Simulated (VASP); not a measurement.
## Li: relaxation of cell and atoms with HF

The system is Li.

```
CELL_PARAMETERS angstrom
-1.75465 1.75465 1.75465
1.75465 -1.75465 1.75465
1.75465 1.75465 -1.75465
ATOMIC_POSITIONS crystal
Li 0.00000 0.00000 0.00000
```

| Quantity | Value |
| --- | --- |
| Program | VASP 6.6.1 |
| Task | relaxation of cell and atoms |
| Functional | HF |
| Potentials or basis | VASP PAW PBE potentials, release 64 (Li_sv) |
| Cutoff | 600 eV |
| k mesh | 6 × 6 × 6 |
| Occupations | fermi-dirac, width 0.05 eV |
| Spin | no spin polarisation |
| Dipole correction | no |
| Grid for exact exchange (PRECFOCK) | Normal |
| Further INCAR settings | ALGO = Normal; EDIFF = 1e-06; IBRION = 2; EDIFFG = -0.01; NSW = 60; ISIF = 3 |
| Share of exact exchange | 1 |

```yaml
Relaxed_volume: 24.89 Å³/atom
Relaxed_cell: a = 3.186 Å, b = 3.186 Å, c = 3.186 Å, α = 109.47°, β = 109.47°, γ = 109.47°
Space_group_after_relaxing_to_0.1_Å: Im-3m (No. 229)
Energy_gained_by_relaxing: 14.2 meV/atom
Ionic_steps: 4
Pressure_after_relaxing: 0.0 GPa
Band_gap_on_the_k_mesh: zero (an odd number of electrons rules out a gap without spin polarisation)
```

The path:
| step | energy change (eV) | largest force (eV/Å) | pressure (GPa) | volume (Å³) |
| --- | --- | --- | --- | --- |
| 1 | 0.0000 | 0.0000 | 1.49 | 21.61 |
| 2 | -0.0052 | 0.0000 | 1.17 | 22.24 |
| 3 | -0.0136 | 0.0000 | 0.26 | 24.22 |
| 4 | -0.0142 | 0.0000 | 0.04 | 24.89 |

Final structure:
```
Li
1.0
    -1.83920    1.83920    1.83920
     1.83920   -1.83920    1.83920
     1.83920    1.83920   -1.83920
Li
1
Direct
  0.00000 0.00000 0.00000
```

Levels at points of the mesh, in eV from the Fermi level:
```csv
k point,band 2,band 3,band 4
"(0.00, 0.00, 0.00)",-8.22,16.91,16.91
"(0.50, 0.00, 0.00)",1.66,4.72,12.98
"(0.50, 0.50, 0.50)",8.27,8.27,8.27
```

It took 6.9 min on 1 thread of Intel Xeon 8259CL, with other jobs on the host, peak memory 0.14 GiB.

Caveat: the k points lie up to 0.40 Å⁻¹ apart in the final cell, too coarse for converged energies and pressures of a metal; the cutoff is under 1.25 times the usual one of these potentials, so pressure, stress and relaxed cells hold a basis-set (Pulay) error; the volume moved by over 15 % at a fixed basis, so the end points are rough; the PAW data sets were made with another functional, which shifts forces and pressure a little. Zero-point motion and thermal expansion aren't in these numbers.
